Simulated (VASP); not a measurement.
# Si7Ge in VASP: notebook

Runs on Si7Ge. Level: PBEsol. Tasks: single point.

Everything below comes from runs of VASP 6.6.1. Logs are shortened: lines on timing, memory, paths and dates and some standing lists are left out, and cuts for length are marked.

**1. The cell of the first run**

It takes space group P-43m (No. 215, cubic). Conventional cell: a = 5.186 Å, b = 5.186 Å, c = 5.186 Å, α = 90.00°, β = 90.00°, γ = 90.00°. Si (site symmetry 3m) has 3 Si at 2.24 Å and 1 Ge at 2.27 Å within 3.0 Å. Si (site symmetry -42m) has 4 Si at 2.24 Å within 3.0 Å. Within 3.0 Å of Ge (site symmetry -43m) lie 4 Si at 2.27 Å.

**2. Single point, PBEsol (strain -0.050 along x and y, -0.050 along z)**

INCAR reads:

```
SYSTEM = Si7Ge
PREC = Accurate ; ENCUT = 520
EDIFF = 1E-6 ; ISMEAR = 0
SIGMA = 0.03 ; LREAL = .False.
LASPH = .True. ; NELM = 60
ALGO = Normal ; ISIF = 2
LWAVE = .False. ; LCHARG = .True.
GGA = PS ; LELF = .True.
LVHAR = .True. ; NBANDS = 31
```

KPOINTS reads:

```
Automatic mesh
0
Gamma
  6 6 6
  0 0 0
```

POSCAR reads:

```
Si7Ge
1.0
    5.1862179695      0.0000000000      0.0000000000
    0.0000000000      5.1862179695      0.0000000000
    0.0000000000      0.0000000000      5.1862179695
Si Ge
7 1
Direct
    0.2525976818      0.2525976818      0.2525976818
    0.0000000000      0.5000000000      0.5000000000
    0.5000000000      0.5000000000      0.0000000000
    0.5000000000      0.0000000000      0.5000000000
    0.7474023182      0.2525976818      0.7474023182
    0.7474023182      0.7474023182      0.2525976818
    0.2525976818      0.7474023182      0.7474023182
    0.0000000000      0.0000000000      0.0000000000
```

Potentials or basis: VASP PAW PBE potentials, release 64 (Si, Ge_d).

Started as:

```console
> cat potpaw_PBE.64/Si/POTCAR potpaw_PBE.64/Ge_d/POTCAR > POTCAR
> mpirun -np 1 vasp_std > vasp.out
```

OUTCAR:

```text
SYSTEM = Si7Ge
   PREC = Accurate
   ENCUT = 520
   EDIFF = 1E-6
   ISMEAR = 0
   LREAL = .False.
   LASPH = .True.
   NELM = 60
   ISIF = 2
   GGA = PS

 ion  position               nearest neighbor table
   1  0.253  0.253  0.253-   2 2.24   3 2.24   4 2.24   8 2.27
   2  0.000  0.500  0.500-   1 2.24   5 2.24   6 2.24   7 2.24
   3  0.500  0.500  0.000-   1 2.24   5 2.24   6 2.24   7 2.24
   4  0.500  0.000  0.500-   1 2.24   5 2.24   6 2.24   7 2.24
   5  0.747  0.253  0.747-   2 2.24   3 2.24   4 2.24   8 2.27
   6  0.747  0.747  0.253-   2 2.24   3 2.24   4 2.24   8 2.27
   7  0.253  0.747  0.747-   2 2.24   3 2.24   4 2.24   8 2.27
   8  0.000  0.000  0.000-   1 2.27   5 2.27   6 2.27   7 2.27

  LATTYP: Found a simple cubic cell.
 ALAT       =     5.1862179695

  Lattice vectors:

 A1 = (   5.1862179695,   0.0000000000,   0.0000000000)
 A2 = (   0.0000000000,   5.1862179695,   0.0000000000)
 A3 = (   0.0000000000,   0.0000000000,   5.1862179695)

Analysis of symmetry for initial positions (statically):
=====================================================================
 Subroutine PRICEL returns:
 Original cell was already a primitive cell.

 Routine SETGRP: Setting up the symmetry group for a
 simple cubic supercell.

 Subroutine GETGRP returns: Found 24 space group operations
 (whereof 24 operations were pure point group operations)
 out of a pool of 48 trial point group operations.

The static configuration has the point symmetry T_d .

Analysis of symmetry for dynamics (positions and initial velocities):
=====================================================================
 Subroutine PRICEL returns:
 Original cell was already a primitive cell.

 Routine SETGRP: Setting up the symmetry group for a
 simple cubic supercell.

 Subroutine GETGRP returns: Found 24 space group operations
 (whereof 24 operations were pure point group operations)
 out of a pool of 48 trial point group operations.

The dynamic configuration has the point symmetry T_d .

 Subroutine INISYM returns: Found 24 space group operations
 (whereof 24 operations are pure point group operations),
 and found     1 'primitive' translations

----------------------------------------------------------------------------------------

                                     Primitive cell

  volume of cell :     139.4930

  direct lattice vectors                    reciprocal lattice vectors
     5.186217970  0.000000000  0.000000000     0.192818737  0.000000000  0.000000000
     0.000000000  5.186217970  0.000000000     0.000000000  0.192818737  0.000000000
     0.000000000  0.000000000  5.186217970     0.000000000  0.000000000  0.192818737

  length of vectors
     5.186217970  5.186217970  5.186217970     0.192818737  0.192818737  0.192818737

  position of ions in fractional coordinates (direct lattice)
     0.252597682  0.252597682  0.252597682
     0.000000000  0.500000000  0.500000000
     0.500000000  0.500000000  0.000000000
     0.500000000  0.000000000  0.500000000
     0.747402318  0.252597682  0.747402318
     0.747402318  0.747402318  0.252597682
     0.252597682  0.747402318  0.747402318
     0.000000000  0.000000000  0.000000000

  ion indices of the primitive-cell ions
   primitive index   ion index
                 1           1
                 2           2
                 3           3
                 4           4
                 5           5
                 6           6
                 7           7
                 8           8

----------------------------------------------------------------------------------------

 KPOINTS: Automatic mesh

Automatic generation of k-mesh.
 Grid dimensions read from file:
 generate k-points for:    6    6    6

 Generating k-lattice:

  Cartesian coordinates                     Fractional coordinates (reciprocal lattice)
     0.032136456  0.000000000  0.000000000     0.166666667  0.000000000  0.000000000
     0.000000000  0.032136456  0.000000000     0.000000000  0.166666667  0.000000000
     0.000000000  0.000000000  0.032136456     0.000000000  0.000000000  0.166666667

  Length of vectors
     0.032136456  0.032136456  0.032136456

  Shift w.r.t. Gamma in fractional coordinates (k-lattice)
     0.000000000  0.000000000  0.000000000

 Subroutine IBZKPT returns following result:
 ===========================================

 Found     20 irreducible k-points:

 Following reciprocal coordinates:
            Coordinates               Weight
  0.000000  0.000000  0.000000      1.000000
  0.166667  0.000000  0.000000      6.000000
  0.333333  0.000000  0.000000      6.000000
  0.500000  0.000000  0.000000      3.000000
  0.166667  0.166667  0.000000     12.000000
  0.333333  0.166667  0.000000     24.000000
[... 12 lines left out ...]
  0.500000  0.500000  0.333333      6.000000
  0.500000  0.500000  0.500000      1.000000
   k-points           NKPTS =     20   k-points in BZ     NKDIM =     20   number of bands    NBANDS=     31
   number of dos      NEDOS =    301   number of ions     NIONS =      8
   total plane-waves  NPLWV =  64000
   dimension x,y,z NGX =    40 NGY =   40 NGZ =   40
   dimension x,y,z NGXF=    80 NGYF=   80 NGZF=   80
   ions per type =               7   1
   NGX,Y,Z   is equivalent  to a cutoff of  12.82, 12.82, 12.82 a.u.
   NGXF,Y,Z  is equivalent  to a cutoff of  25.64, 25.64, 25.64 a.u.
 SYSTEM =  Si7Ge
   PREC   = accura    normal or accurate (medium, high low for compatibility)
   ISTART =      0    job   : 0-new  1-cont  2-samecut
   ICHARG =      2    charge: 1-file 2-atom 10-const
   ISPIN  =      1    spin polarized calculation?
   LNONCOLLINEAR =      F non collinear calculations
   LSORBIT =      F    spin-orbit coupling
   LASPH  =      T    aspherical Exc in radial PAW
   ENCUT  =  520.0 eV  38.22 Ry    6.18 a.u.   9.64  9.64  9.64*2*pi/ulx,y,z
   NELM   =     60;   NELMIN=  2; NELMDL= -5     # of ELM steps
   EDIFF  = 0.1E-05   stopping-criterion for ELM
   LREAL  =      F    real-space projection
   EDIFFG = 0.1E-04   stopping-criterion for IOM
   NSW    =      0    number of steps for IOM
   IBRION =     -1    ionic relax: 0-MD 1-quasi-New 2-CG
   NFREE  =      0    steps in history (QN), initial steepest desc. (CG)
   ISIF   =      2    stress and relaxation
   ISYM   =      2    0-nonsym 1-usesym 2-fastsym
   POTIM  = 0.5000    time-step for ionic-motion
   TEBEG  =    0.0;   TEEND  =   0.0 temperature during run
   PSTRESS=    0.0 pullay stress
   NELECT =      42.0000    total number of electrons
   NUPDOWN=      -1.0000    fix difference up-down
   EMIN   =  10.00;   EMAX   =-10.00  energy-range for DOS
   EFERMI =   0.00;   METHOD = LEGACY
   ISMEAR =     0;   SIGMA  =   0.03  broadening in eV -4-tet -1-fermi 0-gaus
   EFERMI_NEDOS =   21; number of points for ismear=-14 and -15
   IALGO  =     38    algorithm
   IMIX   =      4    mixing-type and parameters
     AMIX     =   0.40;   BMIX     =  1.00
     AMIX_MAG =   1.60;   BMIX_MAG =  1.00
  volume/ion in A,a.u.               =      17.44       117.67
  Fermi-wavevector in a.u.,A,eV,Ry     =   1.097254  2.073509 16.380956  1.203966
  Thomas-Fermi vector in A             =   2.233611
   LORBIT       =      0    0 simple, 1 ext, 2 COOP (PROOUT), +10 PAW based schemes
   GGA     = PS    functional components
   LHFCALC =     F    Hartree Fock is set to
   AEXX    =    0.0000 exact exchange contribution
   IVDW    =     0    specifies the selected vdW correction
   LEPSILON=     F    determine dielectric tensor
   LRPA    =     F    only Hartree local field effects (RPA)
 non-spin polarized calculation
 Gauss-broadening in eV      SIGMA  =   0.03
  energy-cutoff  :      520.00
  volume of cell :      139.49
 maximum number of plane-waves:      3840
 NGX is ok and might be reduce to    40
   NGX = 19   NGY = 19   NGZ = 19

 number of electron      42.0000017 magnetization

 Free energy of the ion-electron system (eV)
  ---------------------------------------------------
  ext. energy  EPLUGINS =         0.00000000
  ---------------------------------------------------
  free energy    TOTEN  =       -43.88992954 eV

  energy without entropy =      -43.88971505  energy(sigma->0) =      -43.88982230

 E-fermi :   7.2983     XC(G=0): -10.2613

 val. band max:        7.2891326008   @ k =   0.0000   0.0000   0.0000
 cond. band min:       7.4457314521   @ k =   0.1667   0.0000   0.0000
 fundamental gap:      0.1565988512
 Fermi energy:         7.2982769185

 k-point     1 :       0.0000    0.0000    0.0000
  band No.  band energies     occupation
      1     -16.9521      2.00000
      2     -16.9521      2.00000
      3     -16.9521      2.00000
      4     -16.9106      2.00000
      5     -16.9106      2.00000
      6      -5.9394      2.00000
[... 23 lines left out ...]
     30       9.9004      0.00000
     31      12.0135      0.00000

 k-point     2 :       0.1667    0.0000    0.0000
  band No.  band energies     occupation
      1     -16.9522      2.00000
      2     -16.9522      2.00000
      3     -16.9521      2.00000
      4     -16.9106      2.00000
      5     -16.9105      2.00000
      6      -5.8026      2.00000
[... 23 lines left out ...]
     30      10.6062      0.00000
     31      12.5502      0.00000

 k-point     3 :       0.3333    0.0000    0.0000
  band No.  band energies     occupation
      1     -16.9522      2.00000
      2     -16.9522      2.00000
      3     -16.9521      2.00000
      4     -16.9106      2.00000
      5     -16.9103      2.00000
      6      -5.3960      2.00000
[... 567 lines left out ...]
     30      10.8902      0.00000
     31      10.9066      0.00000

 k-point    20 :       0.5000    0.5000    0.5000
  band No.  band energies     occupation
      1     -16.9525      2.00000
      2     -16.9525      2.00000
      3     -16.9525      2.00000
      4     -16.9100      2.00000
      5     -16.9100      2.00000
      6      -3.5985      2.00000
[... 23 lines left out ...]
     30      10.5719      0.00000
     31      10.5720      0.00000

------------------------ aborting loop because EDIFF is reached ----------------------------------------

  FORCE on cell =-STRESS in cart. coord.  units (eV):
  Direction    XX          YY          ZZ          XY          YZ          ZX
  --------------------------------------------------------------------------------------
  -------------------------------------------------------------------------------------
  Total       16.8666686     16.8666686     16.8666686      0.0000000     -0.0000000      0.0000000
  in kB      193.7258603    193.7258603    193.7258603      0.0000000     -0.0000000      0.0000000
  external PRESSURE =     193.7258603 kB  Pullay stress =       0.0000000 kB

 VOLUME and BASIS-vectors are now :
 -----------------------------------------------------------------------------
  energy-cutoff  :      520.00
  volume of cell :      139.49
      direct lattice vectors                 reciprocal lattice vectors
     5.186217970  0.000000000  0.000000000     0.192818737  0.000000000  0.000000000
     0.000000000  5.186217970  0.000000000     0.000000000  0.192818737  0.000000000
     0.000000000  0.000000000  5.186217970     0.000000000  0.000000000  0.192818737

 POSITION                                       TOTAL-FORCE (eV/Angst)
 -----------------------------------------------------------------------------------
      1.31003      1.31003      1.31003        -0.006642     -0.006642     -0.006642
      0.00000      2.59311      2.59311        -0.000000      0.000000      0.000000
      2.59311      2.59311      0.00000        -0.000000      0.000000      0.000000
      2.59311      0.00000      2.59311        -0.000000      0.000000      0.000000
      3.87619      1.31003      3.87619         0.006642     -0.006642      0.006642
      3.87619      3.87619      1.31003         0.006642      0.006642     -0.006642
      1.31003      3.87619      3.87619        -0.006642      0.006642      0.006642
      0.00000      0.00000      0.00000        -0.000000      0.000000      0.000000
 -----------------------------------------------------------------------------------
    total drift:                               -0.000000     -0.000000     -0.000000

  FREE ENERGIE OF THE ION-ELECTRON SYSTEM (eV)
  ---------------------------------------------------
  free  energy   TOTEN  =       -43.8899295413 eV

  energy  without entropy=      -43.8897150491  energy(sigma->0) =      -43.88982230
```

Wall time 1.9 min (1 thread of AMD EPYC 7R13, shared host); peak memory 0.24 GiB.

What came out:

| Quantity | Value |
| --- | --- |
| Free energy | -43.8899 eV |
| Pressure | 19.4 GPa |
| Largest force | 0.012 eV/Å |
| Band gap on the k mesh | zero (filled and empty bands touch) |

Forces on the atoms (eV/Å):
```
Si  -0.007 -0.007 -0.007
Si   0.000  0.000  0.000
Si   0.000  0.000  0.000
Si   0.000  0.000  0.000
Si   0.007 -0.007  0.007
Si   0.007  0.007 -0.007
Si  -0.007  0.007  0.007
Ge   0.000  0.000  0.000
```

Caveat: the cell differs from its parent crystal (strain -0.050 along x and y, -0.050 along z); the cell stands under pressure; semilocal functionals underestimate gaps, and a narrow one can read as zero; the PAW data sets were made with another functional, which shifts forces and pressure a little.

**3. Single point, PBEsol (strain -0.025 along x and y, -0.025 along z)**

INCAR reads:

```
SYSTEM = Si7Ge
PREC = Accurate ; ENCUT = 520
EDIFF = 1E-6 ; ISMEAR = 0
SIGMA = 0.03 ; LREAL = .FALSE.
LASPH = .TRUE. ; NELM = 60
ALGO = Normal ; ISIF = 2
LWAVE = .FALSE. ; LCHARG = .TRUE.
GGA = PS ; LELF = .TRUE.
LVHAR = .TRUE. ; NBANDS = 31
```

KPOINTS reads:

```
Automatic mesh
0
G
  6 6 6
  0 0 0
```

Edit POSCAR of step 2 so:

```diff
@@ -2,5 +2,5 @@
 1.0
-    5.1862179695      0.0000000000      0.0000000000
-    0.0000000000      5.1862179695      0.0000000000
-    0.0000000000      0.0000000000      5.1862179695
+    5.3226973898      0.0000000000      0.0000000000
+    0.0000000000      5.3226973898      0.0000000000
+    0.0000000000      0.0000000000      5.3226973898
 Si Ge
```

Potentials or basis: VASP PAW PBE potentials, release 64 (Si, Ge_d).

Started as:

```console
> cat potpaw_PBE.64/Si/POTCAR potpaw_PBE.64/Ge_d/POTCAR > POTCAR
> mpirun -np 1 vasp_std > vasp.out
```

Wall time 2 min (1 thread of AMD EPYC 7R13, shared host); peak memory 0.24 GiB.

The run converged. Its results:

| Property | Result |
| --- | --- |
| Free energy | -44.8398 eV |
| Pressure | 8.2 GPa |
| Largest force | 0.017 eV/Å |
| Band gap on the k mesh | 0.11 eV |

Forces in eV/Å, atoms in the order of the input:
```
Si  -0.010 -0.010 -0.010
Si   0.000  0.000  0.000
Si   0.000  0.000  0.000
Si   0.000  0.000  0.000
Si   0.010 -0.010  0.010
Si   0.010  0.010 -0.010
Si  -0.010  0.010  0.010
Ge   0.000  0.000  0.000
```

Levels at points of the mesh, in eV from the valence-band top:
| k point | band 17 | band 18 | band 19 | band 20 | band 21 | band 22 | band 23 | band 24 | band 25 | band 26 |
| --- | --- | --- | --- | --- | --- | --- | --- | --- | --- | --- |
| (0.00, 0.00, 0.00) | -3.08 | -3.08 | 0.00 | 0.00 | 0.00 | 0.11 | 0.53 | 0.53 | 0.53 | 0.58 |
| (0.50, 0.00, 0.00) | -3.50 | -2.12 | -2.12 | -2.00 | -2.00 | 0.87 | 1.05 | 2.99 | 3.02 | 4.14 |
| (0.50, 0.50, 0.00) | -4.09 | -1.56 | -1.43 | -1.38 | -1.38 | 2.29 | 2.29 | 2.42 | 2.55 | 4.80 |
| (0.50, 0.50, 0.50) | -1.34 | -1.34 | -1.16 | -1.16 | -1.16 | 1.23 | 1.71 | 1.71 | 1.71 | 3.14 |

Caveat: the cell differs from its parent crystal (strain -0.025 along x and y, -0.025 along z); the cell stands under pressure; semilocal functionals underestimate gaps, and a narrow one can read as zero; the PAW data sets were made with another functional, which shifts forces and pressure a little.

**4. Single point, PBEsol (strain +0.025 along x and y, +0.025 along z)**

INCAR reads:

```
SYSTEM = Si7Ge
ALGO     = Normal         ! electronic algorithm
EDIFF    = 1E-6           ! SCF threshold, eV
ENCUT    = 520            ! plane-wave cutoff, eV
GGA      = PS             ! functional
ISIF     = 2              ! what is computed and relaxed
ISMEAR   = 0              ! smearing method
LASPH    = .True.         ! aspherical terms in the spheres
LCHARG   = .False.        ! write CHGCAR
LREAL    = .False.        ! projectors in reciprocal space
LWAVE    = .False.        ! write WAVECAR
NBANDS   = 31             ! bands
NELM     = 60             ! most SCF steps
PREC     = Accurate       ! precision mode
SIGMA    = 0.03           ! smearing width, eV
```

KPOINTS reads:

```
k-points
0
Gamma
  6 6 6
  0 0 0
```

Edit POSCAR of step 3 so:

```diff
@@ -2,5 +2,5 @@
 1.0
-    5.3226973898      0.0000000000      0.0000000000
-    0.0000000000      5.3226973898      0.0000000000
-    0.0000000000      0.0000000000      5.3226973898
+    5.5956562302      0.0000000000      0.0000000000
+    0.0000000000      5.5956562302      0.0000000000
+    0.0000000000      0.0000000000      5.5956562302
 Si Ge
```

Started as:

```console
> cat potpaw_PBE.64/Si/POTCAR potpaw_PBE.64/Ge_d/POTCAR > POTCAR
> mpirun -np 1 vasp_std > vasp.out
```

Run time: 2.3 min. Hardware: 1 thread of AMD EPYC 7R13, shared host; peak memory 0.27 GiB.

It converged, with:

```yaml
Free_energy: -44.8952 eV
Pressure: -5.7 GPa
Band_gap_on_the_k_mesh: 0.41 eV
```

Levels at points of the mesh, in eV from the valence-band top:
```tsv
k point	band 17	band 18	band 19	band 20	band 21	band 22	band 23	band 24	band 25	band 26
(0.00, 0.00, 0.00)	-2.68	-2.68	0.00	0.00	0.00	0.41	0.78	0.78	0.78	0.85
(0.50, 0.00, 0.00)	-3.48	-1.84	-1.84	-1.72	-1.72	1.00	1.17	2.97	2.97	4.14
(0.50, 0.50, 0.00)	-3.51	-1.39	-1.28	-1.20	-1.20	2.18	2.18	2.22	2.45	4.51
(0.50, 0.50, 0.50)	-1.21	-1.21	-1.04	-1.04	-1.04	0.72	1.15	1.15	1.15	3.20
```

Caveat: the cell differs from its parent crystal (strain +0.025 along x and y, +0.025 along z); the cell stands under tension; semilocal functionals underestimate gaps, and a narrow one can read as zero; the PAW data sets were made with another functional, which shifts forces and pressure a little. A k mesh can miss the band edges.

(Continued in part 2 of 2.)

The gap in the log of VASP goes by the Fermi energy; the results here count the filled bands.